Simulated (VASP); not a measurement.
A run of VASP 6.6.1 is set up as follows.

File INCAR:

```
PREC = Accurate
ENCUT = 520
EDIFF = 1E-7
ISMEAR = 0
SIGMA = 0.05
LREAL = False
LASPH = True
NELM = 150
ALGO = Normal
ISIF = 2
LWAVE = False
LCHARG = True
ISPIN = 2
MAGMOM = -2.64 2.64 0 0
LORBIT = 11
LMAXMIX = 4
LDAU = True
LDAUTYPE = 2
LDAUL = 2 -1
LDAUU = 3.32 0
LDAUJ = 0 0
LDAUPRINT = 1
GGA = PE
LELF = True
LVHAR = True
NBANDS = 27
```

KPOINTS

```
regular mesh
0
Gamma
  12 12 12
```

POSCAR

```
CoO
1.0
    1.6366812011      0.9449383321      5.2808442289
   -1.6366812011      0.9449383321      5.2808442289
    0.0000000000     -1.8898766641      5.2808442289
Co O
2 2
Direct
    0.9994899660      0.9994899660      0.9994899660
    0.4994898550      0.4994898550      0.4994898550
    0.3755095616      0.3755095616      0.3755095616
    0.8755099674      0.8755099674      0.8755099674
```

Potentials or basis: VASP PAW PBE potentials, release 64 (Co, O).

Command:

```console
$ cat potpaw_PBE.64/Co/POTCAR potpaw_PBE.64/O/POTCAR > POTCAR
$ mpirun -np 1 vasp_std > vasp.out
```

Task: Estimate the band gap on the k mesh.

Result: 1.08 eV.

Task: Estimate the net moment.

Result: 0.00 μB per cell.

Eigenvalues of the final occupation matrices:
| site | spin | trace | eigenvalues |
| --- | --- | --- | --- |
| site 1 d | 1 | 2.30 | 0.12 0.12 0.14 0.96 0.96 |
| site 1 d | 2 | 4.87 | 0.97 0.97 0.98 0.98 0.98 |
| site 2 d | 1 | 4.87 | 0.97 0.97 0.98 0.98 0.98 |
| site 2 d | 2 | 2.30 | 0.12 0.12 0.14 0.96 0.96 |

A k mesh can miss the band edges. The state reached can hang on the start; a lower one may exist.
